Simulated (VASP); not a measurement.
# Ta (Im-3m) in VASP: further runs, part 2 of 4

VASP 6.6.1.

**3. Electric field gradients, PBEsol (volume scaled by 0.99)**

Input file INCAR:

```
SYSTEM = Ta
PREC = Accurate
ENCUT = 520
EDIFF = 1E-8
ISMEAR = -1
SIGMA = 0.05
LREAL = .False.
LASPH = .True.
NELM = 80
ALGO = Normal
ISIF = 2
LWAVE = .False.
LCHARG = .False.
GGA = PS
LEFG = .True.
NBANDS = 12
```

Input file KPOINTS:

```
Automatic mesh
0
Gamma
  15 15 15
  0 0 0
```

Input file POSCAR:

```
Ta
1.0
   -1.6457572832      1.6457572832      1.6457572832
    1.6457572832     -1.6457572832      1.6457572832
    1.6457572832      1.6457572832     -1.6457572832
Ta
1
Direct
    0.0000000000      0.0000000000      0.0000000000
```

Potentials or basis: VASP PAW PBE potentials, release 64 (Ta_pv).

Command:

```sh
$ cat potpaw_PBE.64/Ta_pv/POTCAR > POTCAR
$ mpirun -np 1 vasp_std > vasp.out
```

OUTCAR:

```text
SYSTEM = Ta
   PREC = Accurate
   ENCUT = 520
   EDIFF = 1E-8
   ISMEAR = -1
   LREAL = .False.
   LASPH = .True.
   NELM = 80
   ISIF = 2
   GGA = PS

 ion  position               nearest neighbor table
   1  0.000  0.000  0.000-

  LATTYP: Found a body centered cubic cell.
 ALAT       =     3.2915145664

  Lattice vectors:

 A1 = (  -1.6457572832,   1.6457572832,   1.6457572832)
 A2 = (   1.6457572832,  -1.6457572832,   1.6457572832)
 A3 = (   1.6457572832,   1.6457572832,  -1.6457572832)

Analysis of symmetry for initial positions (statically):
=====================================================================
 Subroutine PRICEL returns:
 Original cell was already a primitive cell.

 Routine SETGRP: Setting up the symmetry group for a
 body centered cubic supercell.

 Subroutine GETGRP returns: Found 48 space group operations
 (whereof 48 operations were pure point group operations)
 out of a pool of 48 trial point group operations.

The static configuration has the point symmetry O_h .

Analysis of symmetry for dynamics (positions and initial velocities):
=====================================================================
 Subroutine PRICEL returns:
 Original cell was already a primitive cell.

 Routine SETGRP: Setting up the symmetry group for a
 body centered cubic supercell.

 Subroutine GETGRP returns: Found 48 space group operations
 (whereof 48 operations were pure point group operations)
 out of a pool of 48 trial point group operations.

The dynamic configuration has the point symmetry O_h .

 Subroutine INISYM returns: Found 48 space group operations
 (whereof 48 operations are pure point group operations),
 and found     1 'primitive' translations

----------------------------------------------------------------------------------------

                                     Primitive cell

  volume of cell :      17.8302

  direct lattice vectors                    reciprocal lattice vectors
    -1.645757283  1.645757283  1.645757283     0.000000000  0.303811507  0.303811507
     1.645757283 -1.645757283  1.645757283     0.303811507  0.000000000  0.303811507
     1.645757283  1.645757283 -1.645757283     0.303811507  0.303811507  0.000000000

  length of vectors
     2.850535231  2.850535231  2.850535231     0.429654353  0.429654353  0.429654353

  position of ions in fractional coordinates (direct lattice)
     0.000000000  0.000000000  0.000000000

  ion indices of the primitive-cell ions
   primitive index   ion index
                 1           1

----------------------------------------------------------------------------------------

 KPOINTS: Automatic mesh

Automatic generation of k-mesh.
 Grid dimensions read from file:
 generate k-points for:   15   15   15

 Generating k-lattice:

  Cartesian coordinates                     Fractional coordinates (reciprocal lattice)
     0.000000000  0.020254100  0.020254100     0.066666667  0.000000000  0.000000000
     0.020254100  0.000000000  0.020254100     0.000000000  0.066666667  0.000000000
     0.020254100  0.020254100  0.000000000     0.000000000  0.000000000  0.066666667

  Length of vectors
[... 66 lines left out ...]
   NELECT =      11.0000    total number of electrons
   NUPDOWN=      -1.0000    fix difference up-down
   EMIN   =  10.00;   EMAX   =-10.00  energy-range for DOS
   EFERMI =   0.00;   METHOD = LEGACY
   ISMEAR =    -1;   SIGMA  =   0.05  broadening in eV -4-tet -1-fermi 0-gaus
   EFERMI_NEDOS =   21; number of points for ismear=-14 and -15
   IALGO  =     38    algorithm
   IMIX   =      4    mixing-type and parameters
     AMIX     =   0.40;   BMIX     =  1.00
     AMIX_MAG =   1.60;   BMIX_MAG =  1.00
  volume/ion in A,a.u.               =      17.83       120.32
  Fermi-wavevector in a.u.,A,eV,Ry     =   1.393649  2.633614 26.426002  1.942256
  Thomas-Fermi vector in A             =   2.517274
   LORBIT       =      0    0 simple, 1 ext, 2 COOP (PROOUT), +10 PAW based schemes
   GGA     = PS    functional components
   LHFCALC =     F    Hartree Fock is set to
   AEXX    =    0.0000 exact exchange contribution
   IVDW    =     0    specifies the selected vdW correction
   LEPSILON=     F    determine dielectric tensor
   LRPA    =     F    only Hartree local field effects (RPA)
 non-spin polarized calculation
  energy-cutoff  :      520.00
  volume of cell :       17.83
 maximum number of plane-waves:       489
 NGX is ok and might be reduce to    24
   NGX = 11   NGY = 11   NGZ = 11

 number of electron      11.0000002 magnetization

 Free energy of the ion-electron system (eV)
  ---------------------------------------------------
  ext. energy  EPLUGINS =         0.00000000
  ---------------------------------------------------
  free energy    TOTEN  =       -12.55517130 eV

  energy without entropy =      -12.54516486  energy(sigma->0) =      -12.55016808

 E-fermi :   5.4016     XC(G=0): -12.7798

 val. band max:        5.3526546675   @ k =  -0.2000   0.2000   0.0667
 cond. band min:       5.4098144062   @ k =   0.1333   0.0667   0.0000
 fundamental gap:      0.0571597387
 Fermi energy:         5.4016391163

 k-point     1 :       0.0000    0.0000    0.0000
  band No.  band energies     occupation
      1     -27.5799      2.00000
      2     -27.5799      2.00000
      3     -27.5799      2.00000
      4      -2.5658      2.00000
      5       6.1238      0.00000
      6       6.1238      0.00000
      7       6.1238      0.00000
      8       9.4298      0.00000
      9       9.4298      0.00000
     10      20.1030      0.00000
     11      20.4908      0.00000
     12      20.4908      0.00000
[... 331 lines left out ...]
 k-point    24 :       0.4000    0.2000    0.0000
  band No.  band energies     occupation
      1     -28.6542      2.00000
      2     -28.1494      2.00000
      3     -27.7053      2.00000
      4       2.1332      2.00000
      5       3.9857      2.00000
      6       5.4773      0.36093
      7       9.1740      0.00000
      8      10.5931      0.00000
      9      15.0573      0.00000
     10      15.4670      0.00000
     11      19.1651      0.00000
     12      20.1151      0.00000

 [... further k-points ...]
[... 5 lines left out ...]
  --------------------------------------------------------------------------------------
  -------------------------------------------------------------------------------------
  Total       -0.2148951     -0.2148951     -0.2148951      0.0000000      0.0000000     -0.0000000
  in kB      -19.3098856    -19.3098856    -19.3098856      0.0000000      0.0000000     -0.0000000
  external PRESSURE =     -19.3098856 kB  Pullay stress =       0.0000000 kB

 VOLUME and BASIS-vectors are now :
 -----------------------------------------------------------------------------
  energy-cutoff  :      520.00
  volume of cell :       17.83
      direct lattice vectors                 reciprocal lattice vectors
    -1.645757283  1.645757283  1.645757283     0.000000000  0.303811507  0.303811507
     1.645757283 -1.645757283  1.645757283     0.303811507  0.000000000  0.303811507
     1.645757283  1.645757283 -1.645757283     0.303811507  0.303811507  0.000000000

 POSITION                                       TOTAL-FORCE (eV/Angst)
 -----------------------------------------------------------------------------------
      0.00000      0.00000      0.00000         0.000000     -0.000000     -0.000000
 -----------------------------------------------------------------------------------
    total drift:                               -0.000000      0.000000      0.000000

  FREE ENERGIE OF THE ION-ELECTRON SYSTEM (eV)
  ---------------------------------------------------
  free  energy   TOTEN  =       -12.5551712952 eV

  energy  without entropy=      -12.5451648578  energy(sigma->0) =      -12.55016808

 Electric field gradients (V/A^2)
---------------------------------------------------------------------
 ion       V_xx      V_yy      V_zz      V_xy      V_xz      V_yz
---------------------------------------------------------------------
   1       0.000     0.000    -0.000    -0.000    -0.000    -0.000
---------------------------------------------------------------------

 Electric field gradients after diagonalization (V/A^2)
 (convention: |V_zz| > |V_xx| > |V_yy|)
----------------------------------------------------------------------
 ion       V_xx      V_yy      V_zz     asymmetry (V_yy - V_xx)/ V_zz
----------------------------------------------------------------------
   1       0.000     0.000    -0.000       0.000
----------------------------------------------------------------------

           NMR quadrupolar parameters

 Cq : quadrupolar parameter    Cq=e*Q*V_zz/h
 eta: asymmetry parameters     (V_yy - V_xx)/ V_zz
 Q  : nuclear electric quadrupole moment in mb (millibarn)
----------------------------------------------------------------------
 ion       Cq(MHz)       eta       Q (mb)
----------------------------------------------------------------------
   1      -0.000       0.000       1.000
----------------------------------------------------------------------
```

OSZICAR:

```text
N       E                     dE             d eps       ncg     rms          rms(c)
DAV:   1     0.604091037729E+02    0.60409E+02   -0.60991E+03  2880   0.874E+02
DAV:   2    -0.119821495504E+02   -0.72391E+02   -0.70656E+02  3248   0.246E+02
DAV:   3    -0.130573547773E+02   -0.10752E+01   -0.10658E+01  3416   0.278E+01
DAV:   4    -0.130600846737E+02   -0.27299E-02   -0.27297E-02  3220   0.156E+00
DAV:   5    -0.130600932636E+02   -0.85899E-05   -0.85897E-05  3452   0.845E-02    0.140E+01
DAV:   6    -0.126724815597E+02    0.38761E+00   -0.30469E-01  3372   0.584E+00    0.681E+00
DAV:   7    -0.125565860813E+02    0.11590E+00   -0.26353E-01  3328   0.502E+00    0.377E-01
DAV:   8    -0.125552071250E+02    0.13790E-02   -0.85986E-03  3096   0.766E-01    0.125E-01
DAV:   9    -0.125551748930E+02    0.32232E-04   -0.11064E-04  3360   0.112E-01    0.233E-02
DAV:  10    -0.125551714149E+02    0.34781E-05   -0.27774E-06  3176   0.178E-02    0.244E-03
DAV:  11    -0.125551713383E+02    0.76627E-07   -0.84559E-08  3288   0.315E-03    0.312E-04
DAV:  12    -0.125551712906E+02    0.47678E-07   -0.14663E-09  1988   0.426E-04    0.644E-05
DAV:  13    -0.125551712952E+02   -0.45893E-08   -0.19593E-10  1644   0.163E-04
   1 F= -.12555171E+02 E0= -.12550168E+02  d E =-.100064E-01
```

stdout:

```text
POSCAR found type information on POSCAR Ta
 POSCAR found :  1 types and       1 ions
 scaLAPACK will be used
 -----------------------------------------------------------------------------
|                                                                             |
|                                                                             |
|     You enforced a specific xc type in the INCAR file but a different       |
|     I HOPE YOU KNOW WHAT YOU ARE DOING!                                     |
|                                                                             |
 -----------------------------------------------------------------------------

 LDA part: xc-table for (Slater+PW92), standard interpolation
 POSCAR, INCAR and KPOINTS ok, starting setup
 FFT: planning ... GRIDC
 FFT: planning ... GRID_SOFT
 FFT: planning ... GRID
 WAVECAR not read
 entering main loop
ion   1
```

Wall time 15 s (1 thread of Intel Xeon 6975P-C, shared host); peak memory 0.15 GiB.

What came out:

```yaml
Free_energy: -12.5552 eV
Pressure: -1.9 GPa
```

Levels at points of the mesh, in eV from the Fermi level:
```
           k point  band 3  band 4  band 5  band 6  band 7  band 8
(0.00, 0.00, 0.00)  -32.98   -7.97    0.72    0.72    0.72    4.03
```

Caveat: without QUAD_EFG the Cq values of the log hold for a quadrupole moment of 1 mb, not for the nuclei; the PAW data sets were made with another functional, which shifts forces and pressure a little; spin-orbit coupling is left out, which moves the levels of the heavy elements.

[end of part 2 of 4]
